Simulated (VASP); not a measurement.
# Fe2CuN2 (P1) in VASP: single point with PBE

Aim: the single point of Fe2CuN2 with PBE.

Everything below comes from runs of VASP 6.6.1. Logs are shortened: lines on timing, memory, paths and dates and some standing lists are left out, and cuts for length are marked.

**1. The cell of the first run**

The typed cell holds 5 atoms: a = 2.980 Å, b = 2.980 Å, c = 6.894 Å, α = 90.16°, β = 90.16°, γ = 59.80°.

**2. Single point, PBE, collinear spin, ferromagnetic start**

File INCAR:

```
SYSTEM = Fe2CuN2
ALGO = Normal
EDIFF = 1E-6
ENCUT = 520
GGA = PE
ISIF = 2
ISMEAR = -1
ISPIN = 2
LASPH = .TRUE.
LCHARG = .FALSE.
LMAXMIX = 4
LORBIT = 11
LREAL = .FALSE.
LWAVE = .FALSE.
MAGMOM = 0.6 3 3 0 0
NBANDS = 30
NELM = 150
PREC = Accurate
SIGMA = 0.05
```

File KPOINTS:

```
k-points
0
G
  7 7 3
  0 0 0
```

File POSCAR:

```
Fe2CuN2
1.0
    2.5830227027     -1.4854245028      0.0000000000
    2.5830227027      1.4854245028      0.0000000000
   -0.0219894070      0.0000000000      6.8937483682
Cu Fe N
1 2 2
Direct
    0.5101360000      0.4853520000      0.5054660000
    0.8357680000      0.8344590000      0.1585690000
    0.1660800000      0.1724550000      0.8436400000
    0.4960890000      0.4979120000      0.7721670000
    0.5053270000      0.5041140000      0.2213310000
```

Potentials or basis: VASP PAW PBE potentials, release 64 (Cu, Fe, N).

On the command line:

```bash
cat potpaw_PBE.64/Cu/POTCAR potpaw_PBE.64/Fe/POTCAR potpaw_PBE.64/N/POTCAR > POTCAR
mpirun -np 1 vasp_std > vasp.out
```

OUTCAR:

```text
SYSTEM = Fe2CuN2
   EDIFF = 1E-6
   ENCUT = 520
   GGA = PE
   ISIF = 2
   ISMEAR = -1
   ISPIN = 2
   LASPH = .TRUE.
   LORBIT = 11
   LREAL = .FALSE.
   NELM = 150
   PREC = Accurate

 ion  position               nearest neighbor table
   1  0.510  0.485  0.505-   4 1.84   5 1.96   3 2.88   3 2.89   2 2.92   3 2.92   2 2.95
   2  0.836  0.834  0.159-   5 1.76   5 1.78   5 1.78   3 2.76   3 2.77   3 2.78   1 2.92   1 2.95

   3  0.166  0.172  0.844-   4 1.76   4 1.79   4 1.81   2 2.76   2 2.77   2 2.78   1 2.88   1 2.89
                             1 2.92
   4  0.496  0.498  0.772-   3 1.76   3 1.79   3 1.81   1 1.84
   5  0.505  0.504  0.221-   2 1.76   2 1.78   2 1.78   1 1.96

  LATTYP: Found a base centered monoclinic cell.
 ALAT       =     5.1660454054
 B/A-ratio  =     0.5750721824
 C/A-ratio  =     1.3344411242
 COS(beta)  =    -0.0031897444

  Lattice vectors:

 A1 = (   2.5830227027,  -1.4854245028,   0.0000000000)
 A2 = (   2.5830227027,   1.4854245028,   0.0000000000)
 A3 = (  -0.0219894070,   0.0000000000,   6.8937483682)

Analysis of symmetry for initial positions (statically):
=====================================================================
 Subroutine PRICEL returns:
 Original cell was already a primitive cell.

 Routine SETGRP: Setting up the symmetry group for a
 base centered monoclinic supercell.

 Subroutine GETGRP returns: Found  1 space group operations
 (whereof  1 operations were pure point group operations)
 out of a pool of  4 trial point group operations.

The static configuration has the point symmetry C_1 .

Analysis of symmetry for dynamics (positions and initial velocities):
=====================================================================
 Subroutine PRICEL returns:
 Original cell was already a primitive cell.

 Routine SETGRP: Setting up the symmetry group for a
 base centered monoclinic supercell.

 Subroutine GETGRP returns: Found  1 space group operations
 (whereof  1 operations were pure point group operations)
 out of a pool of  4 trial point group operations.

The dynamic configuration has the point symmetry C_1 .

Analysis of structural, dynamic, and magnetic symmetry:
=====================================================================
 Subroutine PRICEL returns:
 Original cell was already a primitive cell.

 Routine SETGRP: Setting up the symmetry group for a
 base centered monoclinic supercell.

 Subroutine GETGRP returns: Found  1 space group operations
 (whereof  1 operations were pure point group operations)
 out of a pool of  4 trial point group operations.

The overall configuration has the point symmetry C_1 .

 Subroutine INISYM returns: Found  1 space group operations
 (whereof  1 operations are pure point group operations),
 and found     1 'primitive' translations

----------------------------------------------------------------------------------------

                                     Primitive cell

  volume of cell :      52.9010

  direct lattice vectors                    reciprocal lattice vectors
     2.583022703 -1.485424503  0.000000000     0.193571663 -0.336604115  0.000617447
     2.583022703  1.485424503  0.000000000     0.193571663  0.336604115  0.000617447
    -0.021989407  0.000000000  6.893748368     0.000000000  0.000000000  0.145058965

  length of vectors
     2.979679888  2.979679888  6.893783439     0.388294605  0.388294605  0.145058965

  position of ions in fractional coordinates (direct lattice)
     0.510136000  0.485352000  0.505466000
     0.835768000  0.834459000  0.158569000
     0.166080000  0.172455000  0.843640000
     0.496089000  0.497912000  0.772167000
     0.505327000  0.504114000  0.221331000

  ion indices of the primitive-cell ions
   primitive index   ion index
                 1           1
                 2           2
                 3           3
                 4           4
                 5           5

----------------------------------------------------------------------------------------

 KPOINTS: k-points

Automatic generation of k-mesh.
 Grid dimensions read from file:
 generate k-points for:    7    7    3

 Generating k-lattice:

  Cartesian coordinates                     Fractional coordinates (reciprocal lattice)
     0.027653095 -0.048086302  0.000088207     0.142857143 -0.000000000 -0.000000000
     0.027653095  0.048086302  0.000088207    -0.000000000  0.142857143 -0.000000000
     0.000000000  0.000000000  0.048352988     0.000000000  0.000000000  0.333333333

  Length of vectors
     0.055470658  0.055470658  0.048352988

  Shift w.r.t. Gamma in fractional coordinates (k-lattice)
     0.000000000  0.000000000  0.000000000

 Subroutine IBZKPT returns following result:
 ===========================================

 Found     74 irreducible k-points:

 Following reciprocal coordinates:
            Coordinates               Weight
  0.000000  0.000000  0.000000      1.000000
  0.142857  0.000000  0.000000      2.000000
 -0.000000 -0.142857  0.000000      2.000000
  0.285714  0.000000 -0.000000      2.000000
 -0.000000 -0.285714  0.000000      2.000000
  0.428571  0.000000 -0.000000      2.000000
[... 16 lines left out ...]
 -0.285714  0.285714  0.000000      2.000000
  0.428571  0.428571 -0.000000      2.000000
 [... further k-points ...]
   k-points           NKPTS =     74   k-points in BZ     NKDIM =     74   number of bands    NBANDS=     30
   number of dos      NEDOS =    301   number of ions     NIONS =      5
   total plane-waves  NPLWV =  31104
   dimension x,y,z NGX =    24 NGY =   24 NGZ =   54
   dimension x,y,z NGXF=    48 NGYF=   48 NGZF=  108
   ions per type =               1   2   2
   NGX,Y,Z   is equivalent  to a cutoff of  13.39, 13.39, 13.02 a.u.
   NGXF,Y,Z  is equivalent  to a cutoff of  26.78, 26.78, 26.04 a.u.
 SYSTEM =  Fe2CuN2
   PREC   = accura    normal or accurate (medium, high low for compatibility)
   ISTART =      0    job   : 0-new  1-cont  2-samecut
   ICHARG =      2    charge: 1-file 2-atom 10-const
   ISPIN  =      2    spin polarized calculation?
   LNONCOLLINEAR =      F non collinear calculations
   LSORBIT =      F    spin-orbit coupling
   LASPH  =      T    aspherical Exc in radial PAW
   ENCUT  =  520.0 eV  38.22 Ry    6.18 a.u.   5.54  5.54 12.82*2*pi/ulx,y,z
   NELM   =    150;   NELMIN=  2; NELMDL= -5     # of ELM steps
   EDIFF  = 0.1E-05   stopping-criterion for ELM
   LREAL  =      F    real-space projection
   EDIFFG = 0.1E-04   stopping-criterion for IOM
   NSW    =      0    number of steps for IOM
   IBRION =     -1    ionic relax: 0-MD 1-quasi-New 2-CG
   NFREE  =      0    steps in history (QN), initial steepest desc. (CG)
   ISIF   =      2    stress and relaxation
   ISYM   =      2    0-nonsym 1-usesym 2-fastsym
   POTIM  = 0.5000    time-step for ionic-motion
   TEBEG  =    0.0;   TEEND  =   0.0 temperature during run
   PSTRESS=    0.0 pullay stress
   NELECT =      37.0000    total number of electrons
   NUPDOWN=      -1.0000    fix difference up-down
   EMIN   =  10.00;   EMAX   =-10.00  energy-range for DOS
   EFERMI =   0.00;   METHOD = LEGACY
   ISMEAR =    -1;   SIGMA  =   0.05  broadening in eV -4-tet -1-fermi 0-gaus
   EFERMI_NEDOS =   21; number of points for ismear=-14 and -15
   IALGO  =     38    algorithm
   IMIX   =      4    mixing-type and parameters
     AMIX     =   0.40;   BMIX     =  1.00
     AMIX_MAG =   1.60;   BMIX_MAG =  1.00
  volume/ion in A,a.u.               =      10.58        71.40
  Fermi-wavevector in a.u.,A,eV,Ry     =   1.453184  2.746120 28.732025  2.111744
  Thomas-Fermi vector in A             =   2.570480
   LORBIT       =     11    0 simple, 1 ext, 2 COOP (PROOUT), +10 PAW based schemes
   GGA     = PE    functional components
   LHFCALC =     F    Hartree Fock is set to
   AEXX    =    0.0000 exact exchange contribution
   IVDW    =     0    specifies the selected vdW correction
   LEPSILON=     F    determine dielectric tensor
   LRPA    =     F    only Hartree local field effects (RPA)
 spin polarized calculation
  energy-cutoff  :      520.00
  volume of cell :       52.90
 maximum number of plane-waves:      1459
 NGX is ok and might be reduce to    24
   NGX = 11   NGY = 11   NGZ = 25

 number of electron      37.0000000 magnetization       0.0019229

 Free energy of the ion-electron system (eV)
  ---------------------------------------------------
  ext. energy  EPLUGINS =         0.00000000
  ---------------------------------------------------
  free energy    TOTEN  =       -36.27291209 eV

  energy without entropy =      -36.24451721  energy(sigma->0) =      -36.25871465

 E-fermi :   5.8126     XC(G=0): -12.1177

 val. band max:        5.8117232068   @ k =   0.4286   0.2857  -0.0000
 cond. band min:       5.8127192072   @ k =   0.4286   0.2857  -0.0000
 fundamental gap:      0.0009960004
 Fermi energy:         5.8125636555

 spin component 1

 k-point     1 :       0.0000    0.0000    0.0000
  band No.  band energies     occupation
      1     -11.0422      1.00000
      2     -10.4545      1.00000
      3      -2.0634      1.00000
      4      -0.2670      1.00000
      5      -0.2279      1.00000
      6      -0.1091      1.00000
[... 781 lines left out ...]
     29      17.6590      0.00000
     30      17.9281      0.00000

 [... further k-points ...]

 spin component 2

 k-point     1 :       0.0000    0.0000    0.0000
  band No.  band energies     occupation
      1     -11.0423      1.00000
      2     -10.4546      1.00000
      3      -2.0634      1.00000
      4      -0.2668      1.00000
      5      -0.2277      1.00000
      6      -0.1088      1.00000
[... 781 lines left out ...]
     29      17.6590      0.00000
     30      17.9283      0.00000

 [... further k-points ...]
[... 5 lines left out ...]
  --------------------------------------------------------------------------------------
  -------------------------------------------------------------------------------------
  Total        1.3634248      0.1802465      0.2217037     -0.1064786     -0.0175335     -0.2390421
  in kB       41.2931041      5.4590018      6.7145873     -3.2248448     -0.5310239     -7.2397037
  external PRESSURE =      17.8222311 kB  Pullay stress =       0.0000000 kB

 VOLUME and BASIS-vectors are now :
 -----------------------------------------------------------------------------
  energy-cutoff  :      520.00
  volume of cell :       52.90
      direct lattice vectors                 reciprocal lattice vectors
     2.583022703 -1.485424503  0.000000000     0.193571663 -0.336604115  0.000617447
     2.583022703  1.485424503  0.000000000     0.193571663  0.336604115  0.000617447
    -0.021989407  0.000000000  6.893748368     0.000000000  0.000000000  0.145058965

 POSITION                                       TOTAL-FORCE (eV/Angst)
 -----------------------------------------------------------------------------------
      2.56025     -0.03681      3.48456         0.023516      0.028816     -1.011075
      4.31075     -0.00194      1.09313         0.183942      0.007086     -0.323644
      0.85589      0.00947      5.81584        -0.420727     -0.111433     -0.113672
      2.55055      0.00271      5.32312         0.414430      0.096909      0.506926
      2.60254     -0.00180      1.52580        -0.201162     -0.021379      0.941465
 -----------------------------------------------------------------------------------
    total drift:                                0.000549      0.000274      0.000139

  FREE ENERGIE OF THE ION-ELECTRON SYSTEM (eV)
  ---------------------------------------------------
  free  energy   TOTEN  =       -36.2729120946 eV

  energy  without entropy=      -36.2445172092  energy(sigma->0) =      -36.25871465

 total charge

# of ion       s       p       d       tot
------------------------------------------
    1        0.407   0.368   9.199   9.975
    2        0.504   0.699   6.538   7.741
    3        0.488   0.675   6.518   7.682
    4        1.270   2.470   0.000   3.740
    5        1.272   2.460   0.000   3.732
--------------------------------------------------
tot          3.941   6.672  22.255  32.868

 magnetization (x)

# of ion       s       p       d       tot
------------------------------------------
    1       -0.000  -0.000   0.000   0.000
    2        0.000   0.000   0.001   0.001
    3        0.000   0.000   0.001   0.001
    4       -0.000  -0.000   0.000  -0.000
    5        0.000  -0.000   0.000  -0.000
--------------------------------------------------
tot          0.000  -0.000   0.002   0.002
```

It took 5.1 min on 1 thread of Intel Xeon Platinum 8259CL at 2.50GHz (Skylake/Cascade Lake), shared host; peak memory 0.33 GiB.

Results:

```yaml
Free_energy: -36.2729 eV
Pressure: 1.8 GPa
Largest_force: 1.012 eV/Å
Net_moment: 0.00 μB per cell
Valence_electrons_inside_the_program's_atomic_spheres: Cu 9.97; Fe 7.74, 7.68; N 3.74, 3.73
```

Forces on the atoms (eV/Å):
```
Cu   0.024  0.029 -1.011
Fe   0.184  0.007 -0.324
Fe  -0.421 -0.111 -0.114
N    0.414  0.097  0.507
N   -0.201 -0.021  0.941
```

Stress tensor (GPa, compression positive):
```
 4.13 -0.32 -0.72
-0.32  0.55 -0.05
-0.72 -0.05  0.67
```

Caveat: the starting moments collapsed, and a magnetic state may lie lower; forces of over 1 eV/Å act on the atoms, so gaps and moduli don't describe the material at rest. With open d or f shells a metallic result of PBE can be an artefact of self-interaction; +U or a hybrid may open a gap.
